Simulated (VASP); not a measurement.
Set up this calculation in VASP 6.6.1, as the native input.

* Task: single point
* Functional: PBE
* Potentials or basis: VASP PAW PBE potentials, release 64 (Y_sv)
* Cutoff: 500 eV
* k mesh: 6 × 6 × 6
* Occupations: fermi-dirac, width 0.1 eV
* Spin: no spin polarisation
* Dipole correction: no
* Further INCAR settings: ALGO = Normal; EDIFF = 1e-06; NBANDS = 18

The structure of Y lies in POSCAR:

```
Y
1.0
    0.0000000000      2.9966931149      2.9966931149
    2.9966931149      0.0000000000      2.9966931149
    2.9966931149      2.9966931149      0.0000000000
Y
2
Direct
    1.0000000000      1.0000000000      1.0000000000
    0.2500000000      0.2500000000      0.2500000000
```

This isn't the form of Y at room conditions, which is hcp.

These files were run (other wordings do the same):

INCAR

```
ALGO     = Normal         # electronic algorithm
EDIFF    = 1E-6           # SCF threshold, eV
ENCUT    = 500            # plane-wave cutoff, eV
GGA      = PE             # functional
GGA_COMPAT= F            
ISIF     = 2              # what is computed and relaxed
ISMEAR   = -1             # smearing method
LASPH    = T              # aspherical terms in the spheres
LCHARG   = F              # write CHGCAR
LREAL    = F              # projectors in reciprocal space
LWAVE    = F              # write WAVECAR
NBANDS   = 18             # bands
NELM     = 120            # most SCF steps
PREC     = Accurate       # precision mode
SIGMA    = 0.1            # smearing width, eV
```

KPOINTS

```
k-points
0
Gamma
  6 6 6
```

Potentials or basis: VASP PAW PBE potentials, release 64 (Y_sv).

The run is started by

```sh
$ cat potpaw_PBE.64/Y_sv/POTCAR > POTCAR
$ mpirun -np 1 vasp_std > vasp.out
```

Results of the run:

| Property | Result |
| --- | --- |
| Pressure | 10.1 GPa |
| Band gap on the k mesh | zero (bands 11 and 12 overlap by 1.34 eV) |

Caveat: the cell stands under pressure.

Wall time 12 s on 1 thread of Intel(R) Xeon(R) Platinum 8488C (Sapphire Rapids) (shared host), peak memory 0.18 GiB.
